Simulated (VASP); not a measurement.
## B: single point with PBE

Sheet: B, a sheet with vacuum.

```
CELL_PARAMETERS angstrom
1.72698 0.00000 0.00000
0.00000 1.72698 0.00000
0.00000 0.00000 30.79480
ATOMIC_POSITIONS crystal
B 0.50000 0.50000 0.21287
B 0.50000 0.50000 0.37165
```

| Quantity | Value |
| --- | --- |
| Program | VASP 6.6.1 |
| Task | single point |
| Functional | PBE |
| Potentials or basis | VASP PAW PBE potentials, release 64 (B) |
| Cutoff | 420 eV |
| k mesh | 10 × 10 × 1 |
| Occupations | gaussian, width 0.1 eV |
| Spin | no spin polarisation |
| Dipole correction | yes |
| Further INCAR settings | ALGO = Normal; EDIFF = 1e-06; NBANDS = 10; NELMDL = -8 |

```yaml
Band_gap_on_the_k_mesh: zero (band 3 reaches -0.04 eV, above the bottom of band 4 at -8.13 eV)
```

Levels at points of the mesh, in eV from the Fermi level:
| k point | band 1 | band 2 | band 3 | band 4 | band 5 | band 6 | band 7 | band 8 |
| --- | --- | --- | --- | --- | --- | --- | --- | --- |
| (0.00, 0.00, 0.00) | -13.83 | -13.81 | -5.01 | -4.82 | 3.84 | 4.49 | 5.14 | 5.44 |
| (0.50, 0.00, 0.00) | -7.19 | -7.18 | -1.19 | -1.17 | 4.08 | 4.16 | 10.96 | 11.42 |
| (0.50, 0.50, 0.00) | 0.34 | 0.34 | 0.34 | 0.34 | 11.59 | 11.61 | 12.18 | 12.19 |

Wall time 30 s on 1 thread of Intel Xeon 8259CL (shared host), peak memory 0.16 GiB.

Caveat: the k points lie up to 0.36 Å⁻¹ apart.
